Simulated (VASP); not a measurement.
A run of VASP 6.6.1 is set up as follows.

Contents of INCAR:

```
ALGO     = Normal         # electronic algorithm
EDIFF    = 1E-7           # SCF threshold, eV
ENCUT    = 520            # plane-wave cutoff, eV
GGA      = PE             # functional
ISIF     = 2              # what is computed and relaxed
ISMEAR   = -1             # smearing method
LASPH    = True           # aspherical terms in the spheres
LCHARG   = True           # write CHGCAR
LELF     = True           # ELF
LREAL    = False          # projectors in reciprocal space
LVHAR    = True         
LWAVE    = False          # write WAVECAR
NBANDS   = 26             # bands
NELM     = 80             # most SCF steps
PREC     = Accurate       # precision mode
SIGMA    = 0.02           # smearing width, eV
```

Contents of KPOINTS:

```
k-points
0
Gamma
  12 12 4
```

Contents of POSCAR:

```
SiC
1.0
    3.1391061337      0.0000000000      0.0000000000
   -1.5695530668      2.7185456570      0.0000000000
    0.0000000000      0.0000000000     10.2782572418
Si C
4 4
Direct
    0.0000000000      0.0000000000     -0.0001116998
    0.3333333333      0.6666666667      0.2498557241
    0.0000000000      0.0000000000      0.4998883002
    0.6666666667      0.3333333333      0.7498557241
    0.0000000000      0.0000000000      0.1872746013
    0.3333333333      0.6666666667      0.4379813744
    0.0000000000      0.0000000000      0.6872746013
    0.6666666667      0.3333333333      0.9379813744
```

Potentials or basis: VASP PAW PBE potentials, release 64 (Si, C).

Launch:

```sh
$ cat potpaw_PBE.64/Si/POTCAR potpaw_PBE.64/C/POTCAR > POTCAR
$ mpirun -np 1 vasp_std > vasp.out
```

Task: Predict the pressure.

Result: -8.5 GPa.

Task: Predict the largest force.

Result: 0.006 eV/Å.

Forces in eV/Å, atoms in the order of the input:
```
Si   0.000  0.000 -0.005
Si   0.000  0.000  0.004
Si   0.000  0.000 -0.005
Si   0.000  0.000  0.004
C    0.000  0.000  0.006
C    0.000  0.000 -0.004
C    0.000  0.000  0.006
C    0.000  0.000 -0.004
```

Caveat: the cell differs from its parent crystal (strain +2.0%).
